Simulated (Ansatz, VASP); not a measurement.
Bi: VASP beside Ansatz

```
Bi
1.0
     3.38982    0.00000    0.00000
    -1.69491    2.93567    0.00000
     0.00000    0.00000    5.55870
Bi
2
Direct
  0.33333 0.66667 0.25000
  0.66667 0.33333 0.75000
```

Alike in both runs: task single point; functional PBEsol; k mesh 12 × 12 × 6; occupations fermi-dirac, width 0.1 eV; no spin polarisation.

```csv
,VASP,Ansatz
version,VASP 6.6.1,Ansatz 0.2.0
potentials or method,"VASP PAW PBE potentials, release 64 (Bi_d), cutoff 520 eV","plane waves (420 eV) with PAW, scalar-relativistic"
valence electrons in the cell,30,30
```

|  | VASP | Ansatz | Ansatz less VASP |
| --- | --- | --- | --- |
| pressure (GPa) | 5.9 | 6.0 | +0.08 |
| traceless stress, the component that is largest in VASP (GPa) | 0.45 | 0.44 | -0.008 |

VASP's potentials were made for PBE, not for PBEsol, and Ansatz warns of the same on its side.

Neither program's run includes spin-orbit coupling.
